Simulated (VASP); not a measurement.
# Li3Si2N (P-62m) in VASP: notebook

Li3Si2N is run at these levels: PBE; tasks: single point, relaxation of cell and atoms.

Program: VASP 6.6.1. These are calculated values, not measurements. Logs are shortened: lines on timing, memory, paths and dates and some standing lists are left out, and cuts for length are marked.

## Step 1: The cell of the first run

The structure is hexagonal, space group P-62m (No. 189). The conventional cell has a = 4.157 Å, b = 4.157 Å, c = 4.863 Å, α = 90.00°, β = 90.00°, γ = 120.00°. Within 2.4 Å of Li (site symmetry m2m) lie 2 Si at 1.82 Å and 4 Li at 2.28 Å. Within 2.0 Å of Si (site symmetry 3m) lie 1 N at 1.45 Å and 3 Li at 1.82 Å and 1 Si at 1.96 Å. Within 1.9 Å of N (site symmetry -62m) lie 2 Si at 1.45 Å.

The cell was built from a structure type or drawn by symmetry, and may not be a known phase.

## Step 2: Single point, PBE

INCAR

```
SYSTEM = Li3Si2N
PREC = Accurate
ENCUT = 520
EDIFF = 1E-6
ISMEAR = 0
SIGMA = 0.1
LREAL = .FALSE.
LASPH = .TRUE.
NELM = 100
ALGO = Normal
ISIF = 2
LWAVE = .FALSE.
LCHARG = .FALSE.
GGA = PE
NBANDS = 20
```

KPOINTS

```
regular mesh
0
G
  6 6 4
  0 0 0
```

POSCAR

```
Li3Si2N
1.0
    4.1574710600      0.0000000000      0.0000000000
   -2.0787355300      3.6004755500      0.0000000000
    0.0000000000      0.0000000000      4.8631907300
Li Si N
3 2 1
Direct
    0.3692242300      0.0000000000      0.5000000000
    0.0000000000      0.3692242300      0.5000000000
    0.6307757700      0.6307757700      0.5000000000
    0.0000000000      0.0000000000      0.7012206100
    0.0000000000      0.0000000000      0.2987793900
    0.0000000000      0.0000000000      0.0000000000
```

Potentials or basis: VASP PAW PBE potentials, release 64 (Li_sv, Si, N).

Launch:

```console
$ cat potpaw_PBE.64/Li_sv/POTCAR potpaw_PBE.64/Si/POTCAR potpaw_PBE.64/N/POTCAR > POTCAR
$ mpirun -np 1 vasp_std > vasp.out
```

OUTCAR:

```text
SYSTEM = Li3Si2N
   PREC = Accurate
   ENCUT = 520
   EDIFF = 1E-6
   ISMEAR = 0
   LREAL = .FALSE.
   LASPH = .TRUE.
   NELM = 100
   ISIF = 2
   GGA = PE

 ion  position               nearest neighbor table
   1  0.369  0.000  0.500-   4 1.82   5 1.82   3 2.28   2 2.28   3 2.28   2 2.28   5 2.80   4 2.80

   2  0.000  0.369  0.500-   4 1.82   5 1.82   1 2.28   1 2.28   3 2.28   3 2.28   4 2.80   5 2.80

   3  0.631  0.631  0.500-   4 1.82   5 1.82   1 2.28   1 2.28   2 2.28   2 2.28   4 2.80   5 2.80

   4  0.000  0.000  0.701-   6 1.45   3 1.82   2 1.82   1 1.82   5 1.96   3 2.80   2 2.80   1 2.80
                             5 2.91
   5  0.000  0.000  0.299-   6 1.45   3 1.82   2 1.82   1 1.82   4 1.96   3 2.80   2 2.80   1 2.80
                             4 2.91
   6  0.000  0.000  0.000-   4 1.45   5 1.45

  LATTYP: Found a hexagonal cell.
 ALAT       =     4.1574710600
 C/A-ratio  =     1.1697473440

  Lattice vectors:

 A1 = (   4.1574710600,   0.0000000000,   0.0000000000)
 A2 = (  -2.0787355300,   3.6004755500,   0.0000000000)
 A3 = (   0.0000000000,   0.0000000000,   4.8631907300)

Analysis of symmetry for initial positions (statically):
=====================================================================
 Subroutine PRICEL returns:
 Original cell was already a primitive cell.

 Routine SETGRP: Setting up the symmetry group for a
 hexagonal supercell.

 Subroutine GETGRP returns: Found 12 space group operations
 (whereof 12 operations were pure point group operations)
 out of a pool of 24 trial point group operations.

The static configuration has the point symmetry D_3h.

Analysis of symmetry for dynamics (positions and initial velocities):
=====================================================================
 Subroutine PRICEL returns:
 Original cell was already a primitive cell.

 Routine SETGRP: Setting up the symmetry group for a
 hexagonal supercell.

 Subroutine GETGRP returns: Found 12 space group operations
 (whereof 12 operations were pure point group operations)
 out of a pool of 24 trial point group operations.

The dynamic configuration has the point symmetry D_3h.

 Subroutine INISYM returns: Found 12 space group operations
 (whereof 12 operations are pure point group operations),
 and found     1 'primitive' translations

----------------------------------------------------------------------------------------

                                     Primitive cell

  volume of cell :      72.7965

  direct lattice vectors                    reciprocal lattice vectors
     4.157471060  0.000000000  0.000000000     0.240530838  0.138870544  0.000000000
    -2.078735530  3.600475550  0.000000000     0.000000000  0.277741089  0.000000000
     0.000000000  0.000000000  4.863190730     0.000000000  0.000000000  0.205626317

  length of vectors
     4.157471060  4.157471057  4.863190730     0.277741089  0.277741089  0.205626317

  position of ions in fractional coordinates (direct lattice)
     0.369224230  0.000000000  0.500000000
     0.000000000  0.369224230  0.500000000
     0.630775770  0.630775770  0.500000000
     0.000000000  0.000000000  0.701220610
     0.000000000  0.000000000  0.298779390
     0.000000000  0.000000000  0.000000000

  ion indices of the primitive-cell ions
   primitive index   ion index
                 1           1
                 2           2
                 3           3
                 4           4
                 5           5
                 6           6

----------------------------------------------------------------------------------------

 KPOINTS: regular mesh

Automatic generation of k-mesh.
 Grid dimensions read from file:
 generate k-points for:    6    6    4

 Generating k-lattice:

  Cartesian coordinates                     Fractional coordinates (reciprocal lattice)
     0.040088473  0.023145091  0.000000000     0.166666667  0.000000000  0.000000000
     0.000000000  0.046290181  0.000000000     0.000000000  0.166666667  0.000000000
     0.000000000  0.000000000  0.051406579     0.000000000  0.000000000  0.250000000

  Length of vectors
     0.046290181  0.046290181  0.051406579

  Shift w.r.t. Gamma in fractional coordinates (k-lattice)
     0.000000000  0.000000000  0.000000000

 Subroutine IBZKPT returns following result:
 ===========================================

 Found     21 irreducible k-points:

 Following reciprocal coordinates:
            Coordinates               Weight
  0.000000  0.000000  0.000000      1.000000
  0.166667  0.000000  0.000000      6.000000
  0.333333  0.000000  0.000000      6.000000
  0.500000 -0.000000  0.000000      3.000000
  0.166667  0.166667  0.000000      6.000000
  0.333333  0.166667  0.000000     12.000000
[... 13 lines left out ...]
  0.333333  0.166667  0.500000     12.000000
  0.333333  0.333333  0.500000      2.000000
   k-points           NKPTS =     21   k-points in BZ     NKDIM =     21   number of bands    NBANDS=     20
   number of dos      NEDOS =    301   number of ions     NIONS =      6
   total plane-waves  NPLWV =  36864
   dimension x,y,z NGX =    32 NGY =   32 NGZ =   36
   dimension x,y,z NGXF=    64 NGYF=   64 NGZF=   72
   ions per type =               3   2   1
   NGX,Y,Z   is equivalent  to a cutoff of  12.80, 12.80, 12.31 a.u.
   NGXF,Y,Z  is equivalent  to a cutoff of  25.59, 25.59, 24.61 a.u.
 SYSTEM =  Li3Si2N
   PREC   = accura    normal or accurate (medium, high low for compatibility)
   ISTART =      0    job   : 0-new  1-cont  2-samecut
   ICHARG =      2    charge: 1-file 2-atom 10-const
   ISPIN  =      1    spin polarized calculation?
   LNONCOLLINEAR =      F non collinear calculations
   LSORBIT =      F    spin-orbit coupling
   LASPH  =      T    aspherical Exc in radial PAW
   ENCUT  =  520.0 eV  38.22 Ry    6.18 a.u.   7.73  7.73  9.04*2*pi/ulx,y,z
   NELM   =    100;   NELMIN=  2; NELMDL= -5     # of ELM steps
   EDIFF  = 0.1E-05   stopping-criterion for ELM
   LREAL  =      F    real-space projection
   EDIFFG = 0.1E-04   stopping-criterion for IOM
   NSW    =      0    number of steps for IOM
   IBRION =     -1    ionic relax: 0-MD 1-quasi-New 2-CG
   NFREE  =      0    steps in history (QN), initial steepest desc. (CG)
   ISIF   =      2    stress and relaxation
   ISYM   =      2    0-nonsym 1-usesym 2-fastsym
   POTIM  = 0.5000    time-step for ionic-motion
   TEBEG  =    0.0;   TEEND  =   0.0 temperature during run
   PSTRESS=    0.0 pullay stress
   NELECT =      22.0000    total number of electrons
   NUPDOWN=      -1.0000    fix difference up-down
   EMIN   =  10.00;   EMAX   =-10.00  energy-range for DOS
   EFERMI =   0.00;   METHOD = LEGACY
   ISMEAR =     0;   SIGMA  =   0.10  broadening in eV -4-tet -1-fermi 0-gaus
   EFERMI_NEDOS =   21; number of points for ismear=-14 and -15
   IALGO  =     38    algorithm
   IMIX   =      4    mixing-type and parameters
     AMIX     =   0.40;   BMIX     =  1.00
     AMIX_MAG =   1.60;   BMIX_MAG =  1.00
  volume/ion in A,a.u.               =      12.13        81.88
  Fermi-wavevector in a.u.,A,eV,Ry     =   1.098615  2.076082 16.421624  1.206955
  Thomas-Fermi vector in A             =   2.234996
   LORBIT       =      0    0 simple, 1 ext, 2 COOP (PROOUT), +10 PAW based schemes
   GGA     = PE    functional components
   LHFCALC =     F    Hartree Fock is set to
   AEXX    =    0.0000 exact exchange contribution
   IVDW    =     0    specifies the selected vdW correction
   LEPSILON=     F    determine dielectric tensor
   LRPA    =     F    only Hartree local field effects (RPA)
 non-spin polarized calculation
 Gauss-broadening in eV      SIGMA  =   0.10
  energy-cutoff  :      520.00
  volume of cell :       72.80
 maximum number of plane-waves:      2010
 NGX is ok and might be reduce to    32
   NGX = 15   NGY = 15   NGZ = 19

 number of electron      21.9999998 magnetization

 Free energy of the ion-electron system (eV)
  ---------------------------------------------------
  ext. energy  EPLUGINS =         0.00000000
  ---------------------------------------------------
  free energy    TOTEN  =       -11.76546522 eV

  energy without entropy =      -11.76334730  energy(sigma->0) =      -11.76440626

 E-fermi :   4.7747     XC(G=0):  -9.1181

 val. band max:        4.7434494350   @ k =   0.3333   0.3333   0.0000
 cond. band min:       4.8718123199   @ k =   0.3333   0.3333   0.2500
 fundamental gap:      0.1283628849
 Fermi energy:         4.7746840136

 k-point     1 :       0.0000    0.0000    0.0000
  band No.  band energies     occupation
      1     -41.8936      2.00000
      2     -41.6726      2.00000
      3     -41.6726      2.00000
      4     -12.1509      2.00000
      5      -4.5727      2.00000
      6      -4.5530      2.00000
[... 12 lines left out ...]
     19      13.0176      0.00000
     20      13.0176      0.00000

 k-point     2 :       0.1667    0.0000    0.0000
  band No.  band energies     occupation
      1     -41.8771      2.00000
      2     -41.6837      2.00000
      3     -41.6778      2.00000
      4     -12.1313      2.00000
      5      -4.5976      2.00000
      6      -4.5132      2.00000
[... 12 lines left out ...]
     19      12.4613      0.00000
     20      13.7967      0.00000

 k-point     3 :       0.3333    0.0000    0.0000
  band No.  band energies     occupation
      1     -41.8340      2.00000
      2     -41.7169      2.00000
      3     -41.6878      2.00000
      4     -12.0915      2.00000
      5      -4.6858      2.00000
      6      -4.3893      2.00000
[... 12 lines left out ...]
     19      13.3189      0.00000
     20      13.6722      0.00000

 k-point     4 :       0.5000   -0.0000    0.0000
  band No.  band energies     occupation
      1     -41.7928      2.00000
      2     -41.7536      2.00000
      3     -41.6925      2.00000
      4     -12.0713      2.00000
      5      -4.7296      2.00000
      6      -4.3248      2.00000
[... 360 lines left out ...]
 k-point    20 :       0.3333    0.1667    0.5000
  band No.  band energies     occupation
      1     -41.8003      2.00000
      2     -41.7385      2.00000
      3     -41.7002      2.00000
      4     -11.9403      2.00000
      5      -6.5328      2.00000
      6      -1.7428      2.00000
[... 12 lines left out ...]
     19      13.4031      0.00000
     20      14.1856      0.00000

 k-point    21 :       0.3333    0.3333    0.5000
  band No.  band energies     occupation
      1     -41.7629      2.00000
      2     -41.7628      2.00000
      3     -41.7134      2.00000
      4     -11.9288      2.00000
      5      -6.5344      2.00000
      6      -1.7559      2.00000
[... 12 lines left out ...]
     19      13.9004      0.00000
     20      13.9004      0.00000

------------------------ aborting loop because EDIFF is reached ----------------------------------------

  FORCE on cell =-STRESS in cart. coord.  units (eV):
  Direction    XX          YY          ZZ          XY          YZ          ZX
  --------------------------------------------------------------------------------------
  -------------------------------------------------------------------------------------
  Total       20.6234449     20.6234449     65.8637962      0.0000000      0.0000000      0.0000000
  in kB      453.9012621    453.9012612   1449.5958520      0.0000000      0.0000000      0.0000000
  external PRESSURE =     785.7994584 kB  Pullay stress =       0.0000000 kB

 VOLUME and BASIS-vectors are now :
 -----------------------------------------------------------------------------
  energy-cutoff  :      520.00
  volume of cell :       72.80
      direct lattice vectors                 reciprocal lattice vectors
     4.157471060  0.000000000  0.000000000     0.240530838  0.138870544  0.000000000
    -2.078735530  3.600475550  0.000000000     0.000000000  0.277741089  0.000000000
     0.000000000  0.000000000  4.863190730     0.000000000  0.000000000  0.205626317

 POSITION                                       TOTAL-FORCE (eV/Angst)
 -----------------------------------------------------------------------------------
      1.53504      0.00000      2.43160         8.014626      0.000000      0.000000
     -0.76752      1.32938      2.43160        -4.007313      6.940870      0.000000
      1.31122      2.27109      2.43160        -4.007313     -6.940870      0.000000
      0.00000      0.00000      3.41017         0.000000      0.000000      2.643314
      0.00000      0.00000      1.45302         0.000000      0.000000     -2.643314
      0.00000      0.00000      0.00000         0.000000      0.000000      0.000000
 -----------------------------------------------------------------------------------
    total drift:                               -0.000001     -0.000002      0.000000

  FREE ENERGIE OF THE ION-ELECTRON SYSTEM (eV)
  ---------------------------------------------------
  free  energy   TOTEN  =       -11.7654652245 eV

  energy  without entropy=      -11.7633473016  energy(sigma->0) =      -11.76440626
```

Run time: 14 s. Hardware: 1 thread of Intel Xeon Platinum 8559C (Emerald Rapids), shared host; peak memory 0.19 GiB.

What came out:

| Property | Result |
| --- | --- |
| Free energy | -11.7655 eV |
| Largest force | 8.015 eV/Å |
| Band gap on the k mesh | zero (bands 11 and 12 overlap by 0.87 eV) |

Forces on the atoms (eV/Å):
```
Li   8.015  0.000  0.000
Li  -4.007  6.941  0.000
Li  -4.007 -6.941  0.000
Si   0.000  0.000  2.643
Si   0.000  0.000 -2.643
N    0.000  0.000  0.000
```

Caveat: the cutoff is under 1.25 times the usual one of these potentials, so pressure, stress and relaxed cells hold a basis-set (Pulay) error; forces of over 1 eV/Å act on the atoms, so gaps and moduli don't describe the material at rest.

## Step 3: Single point, PBE

This run uses another cell than the first one, of 22.63 Å³/atom.

INCAR

```
SYSTEM = Li3Si2N
ALGO     = Normal         ! electronic algorithm
EDIFF    = 1E-6           ! SCF threshold, eV
ENCUT    = 520            ! plane-wave cutoff, eV
GGA      = PE             ! functional
ISIF     = 2              ! what is computed and relaxed
ISMEAR   = 0              ! smearing method
LASPH    = .True.         ! aspherical terms in the spheres
LCHARG   = .False.        ! write CHGCAR
LREAL    = .False.        ! projectors in reciprocal space
LWAVE    = .False.        ! write WAVECAR
NBANDS   = 20             ! bands
NELM     = 60             ! most SCF steps
PREC     = Accurate       ! precision mode
SIGMA    = 0.1            ! smearing width, eV
```

KPOINTS

```
k-points
0
Gamma
  6 6 4
  0 0 0
```

POSCAR

```
Li3Si2N
1.0
    5.1274969851      0.0000000000      0.0000000000
   -2.5637484926      4.4405426469      0.0000000000
    0.0000000000      0.0000000000      5.9645175025
Li Si N
3 2 1
Direct
    0.4715353559      0.0000000000      0.5000000000
    0.0000000000      0.4715353559      0.5000000000
    0.5284646441      0.5284646441      0.5000000000
    0.0000000000      0.0000000000      0.7211326973
    0.0000000000      0.0000000000      0.2788673027
    0.0000000000      0.0000000000      0.0000000000
```

Potentials or basis: VASP PAW PBE potentials, release 64 (Li_sv, Si, N).

Launch:

```console
$ cat potpaw_PBE.64/Li_sv/POTCAR potpaw_PBE.64/Si/POTCAR potpaw_PBE.64/N/POTCAR > POTCAR
$ mpirun -np 1 vasp_std > vasp.out
```

It took 36 s on 1 thread of Intel Xeon Platinum 8559C (Emerald Rapids), shared host; peak memory 0.27 GiB.

It converged, with:

| Property | Result |
| --- | --- |
| Free energy | -23.6707 eV |
| Largest force | 0.020 eV/Å |
| Band gap on the k mesh | zero (bands 11 and 12 overlap by 0.01 eV) |

Forces on the atoms (eV/Å):
```
Li   0.001  0.000  0.000
Li   0.000  0.001  0.000
Li   0.000 -0.001  0.000
Si   0.000  0.000 -0.020
Si   0.000  0.000  0.020
N    0.000  0.000  0.000
```

Levels at points of the mesh, in eV from the Fermi level:
| k point | band 7 | band 8 | band 9 | band 10 | band 11 | band 12 | band 13 | band 14 | band 15 | band 16 |
| --- | --- | --- | --- | --- | --- | --- | --- | --- | --- | --- |
| (0.00, 0.00, 0.00) | -3.12 | -3.12 | -1.24 | -0.07 | -0.07 | 0.65 | 1.27 | 1.76 | 1.76 | 3.99 |
| (0.50, 0.00, 0.00) | -3.76 | -3.20 | -0.91 | -0.54 | -0.14 | -0.07 | 0.50 | 1.30 | 3.92 | 4.58 |
| (0.00, 0.00, 0.50) | -3.24 | -2.76 | -2.76 | -1.35 | -1.35 | 1.15 | 1.32 | 3.19 | 3.80 | 3.80 |
| (0.50, 0.00, 0.50) | -3.24 | -2.86 | -2.61 | -2.51 | -1.38 | 0.60 | 1.45 | 3.17 | 3.57 | 4.16 |

Caveat: the cutoff is under 1.25 times the usual one of these potentials, so pressure, stress and relaxed cells hold a basis-set (Pulay) error.

(Continued in part 2 of 3.)
